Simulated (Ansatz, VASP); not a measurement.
MnSi: VASP beside Ansatz

```
CELL_PARAMETERS angstrom
4.42562 0.00000 0.00000
0.00000 4.42562 0.00000
0.00000 0.00000 4.42562
ATOMIC_POSITIONS crystal
Mn 0.13792 0.13792 0.13792
Mn 0.36208 0.86208 0.63792
Mn 0.63792 0.36208 0.86208
Mn 0.86208 0.63792 0.36208
Si 0.84573 0.84573 0.84573
Si 0.65427 0.15427 0.34573
Si 0.34573 0.65427 0.15427
Si 0.15427 0.34573 0.65427
```

Alike in both runs: functional PBEsol; k mesh 8 × 8 × 8; occupations gaussian, width 0.1 eV; collinear spin.

Ansatz relaxed the structure, and its values are those at the end. VASP's run is a single point on that final structure, the one shown.

|  | VASP | Ansatz |
| --- | --- | --- |
| version | VASP 6.6.1 | Ansatz 0.2.0 |
| potentials or method | VASP PAW PBE potentials, release 64 (Mn_pv, Si), cutoff 520 eV | scalar-relativistic, plane waves, PAW |
| valence electrons in the cell | 68 | 76 |

|  | VASP | Ansatz | Ansatz less VASP |
| --- | --- | --- | --- |
| gap on the k mesh at the Fermi level (eV) | none | none | - |
| pressure (GPa) | 7.3 | 7.2 | -0.17 |
| rms of the force components (eV/Å) | 0.008 | 0.000 | -0.0074 |
| net moment per atom (μB) | 0.43 | 0.43 | 0.000 |
| size of the moment on the site where the two differ most (μB) | 0.90 | 0.85 | -0.049 |

VASP's potentials were made for PBE, not for PBEsol. Site moments also hang on the region over which each program counts them. A gap of «none» marks a metal or a gap that the smearing closes. With one functional, cell and mesh, what is left measures potentials, basis and numerics. VASP's potentials hold 68 valence electrons a cell and Ansatz's 76, so a difference there can come from the potentials and not from the codes. Ansatz's warnings: stress scf threshold loose.
